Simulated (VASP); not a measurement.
Set up this calculation in VASP 6.6.1, as the native input.

| Quantity | Value |
| --- | --- |
| Task | relaxation of cell and atoms |
| Functional | PBE |
| Potentials or basis | VASP PAW PBE potentials, release 64 (Zn) |
| Cutoff | 600 eV |
| k mesh | 8 × 8 × 6 |
| Occupations | gaussian, width 0.1 eV |
| Spin | no spin polarisation |
| Dipole correction | no |
| Further INCAR settings | ALGO = Normal; EDIFF = 1e-06; IBRION = 2; EDIFFG = -0.04; NSW = 90; ISIF = 3 |

The structure of Zn lies in POSCAR:

```
Zn
1.0
    2.4524760000      0.0000000000      0.0000000000
    0.0000000000      2.4612120500      0.0000000000
    0.0000000000      0.0000000000      2.7028931100
Zn
1
Direct
    0.0000000000      0.0000000000      0.0000000000
```

One way to write it, as run:

INCAR

```
SYSTEM = Zn
PREC = Accurate
ENCUT = 600
EDIFF = 1E-6
ISMEAR = 0
SIGMA = 0.1
LREAL = .FALSE.
LASPH = .TRUE.
NELM = 80
ALGO = Normal
ISIF = 3
LWAVE = .FALSE.
LCHARG = .FALSE.
GGA = PE
IBRION = 2
NSW = 90
EDIFFG = -0.04
```

KPOINTS

```
Automatic mesh
0
G
  8 8 6
  0 0 0
```

Potentials or basis: VASP PAW PBE potentials, release 64 (Zn).

The run is started by

```console
$ cat potpaw_PBE.64/Zn/POTCAR > POTCAR
$ mpirun -np 1 vasp_std > vasp.out
```

Results of the run:

| Quantity | Value |
| --- | --- |
| Relaxed volume | 18.24 Å³/atom |
| Relaxed cell | a = 2.601 Å, b = 2.602 Å, c = 2.695 Å, α = 90.00°, β = 90.00°, γ = 90.00° |
| Space group after relaxing (to 0.05 Å) | P4/mmm (No. 123) |
| Energy gained by relaxing | 64.3 meV/atom |
| Ionic steps | 4 |
| Pressure after relaxing | 0.1 GPa |
| Band gap on the k mesh | zero (band 6 reaches 7.14 eV, above the bottom of band 7 at -1.09 eV) |

Caveat: the k points lie up to 0.39 Å⁻¹ apart in the final cell.

Wall time 22 s on 1 thread of Intel(R) Xeon(R) Platinum 8488C (Sapphire Rapids), with other jobs on the host, peak memory 0.12 GiB.
